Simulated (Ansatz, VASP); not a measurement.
## Two plane-wave programs on ZnO

```
CELL_PARAMETERS angstrom
2.64617 0.00000 0.00000
0.00000 2.64617 0.00000
0.00000 0.00000 2.64617
ATOMIC_POSITIONS crystal
Zn 0.00000 0.00000 0.00000
O 0.50000 0.50000 0.50000
```

Alike in both runs: task single point; functional PBE; k mesh 6 × 6 × 6; occupations fermi-dirac, width 0.02 eV; no spin polarisation.

|  | VASP | Ansatz |
| --- | --- | --- |
| version | VASP 6.6.1 | Ansatz 0.2.0 |
| potentials or method | VASP PAW PBE potentials, release 64 (Zn, O), cutoff 520 eV | plane waves |
| valence electrons in the cell | 18 | 18 |

```tsv
	VASP	Ansatz	Ansatz less VASP
pressure (GPa)	9.4	8.5	-0.93
```

The k mesh is coarse, so the values compare programs but aren't converged.
